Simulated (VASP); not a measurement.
**MgAu4: relaxation of cell and atoms with PBE**

MgAu4:

```
CELL_PARAMETERS angstrom
4.87194 0.00000 0.00000
0.00000 4.87194 0.00000
0.00000 0.00000 4.87194
ATOMIC_POSITIONS crystal
Mg 0.00000 0.00000 0.00000
Au 0.50000 0.00000 0.00000
Au 0.00000 0.50000 0.00000
Au 0.00000 0.00000 0.50000
Au 0.50000 0.50000 0.50000
```

- Program: VASP 6.6.1
- Task: relaxation of cell and atoms
- Functional: PBE
- Potentials or basis: VASP PAW PBE potentials, release 64 (Mg, Au)
- Cutoff: 600 eV
- k mesh: 8 × 8 × 8
- Occupations: gaussian, width 0.1 eV
- Spin: no spin polarisation
- Dipole correction: no
- Further INCAR settings: ALGO = Normal; EDIFF = 1e-06; IBRION = 2; EDIFFG = -0.01; NSW = 100; ISIF = 3

| Item | Value |
| --- | --- |
| Pressure after relaxing | 0.0 GPa |
| Band gap on the k mesh | zero (band 23 reaches 5.46 eV, above the bottom of band 24 at 3.43 eV) |

Final structure:
```xyz
5
Lattice="4.8719 0.0000 0.0000 0.0000 4.8719 0.0000 0.0000 0.0000 4.8719" Properties=species:S:1:pos:R:3 pbc="T T T"
Mg    0.0000    0.0000    0.0000
Au    2.4360    0.0000    0.0000
Au    0.0000    2.4360    0.0000
Au    0.0000    0.0000    2.4360
Au    2.4360    2.4360    2.4360
```

Levels at points of the mesh, in eV from the Fermi level:
| k point | band 19 | band 20 | band 21 | band 22 | band 23 | band 24 | band 25 | band 26 | band 27 |
| --- | --- | --- | --- | --- | --- | --- | --- | --- | --- |
| (0.00, 0.00, 0.00) | -1.88 | -1.88 | -1.88 | 0.52 | 0.52 | 0.52 | 1.26 | 1.26 | 2.00 |
| (0.50, 0.00, 0.00) | -2.52 | -2.32 | -2.24 | -1.88 | 0.89 | 1.56 | 2.69 | 2.69 | 4.39 |
| (0.50, 0.50, 0.00) | -2.45 | -2.40 | -1.69 | -1.69 | -1.37 | -0.95 | 3.38 | 4.31 | 5.08 |
| (0.50, 0.50, 0.50) | -2.27 | -2.02 | -2.02 | -0.06 | -0.06 | -0.06 | 0.32 | 0.32 | 0.32 |

It took 52 s on 1 thread of Intel(R) Xeon(R) Platinum 8488C (Sapphire Rapids) (shared host), peak memory 0.31 GiB.

Caveat: the relaxation stopped at its first step, so nothing moved; spin-orbit coupling is left out, which moves the levels of the heavy elements.
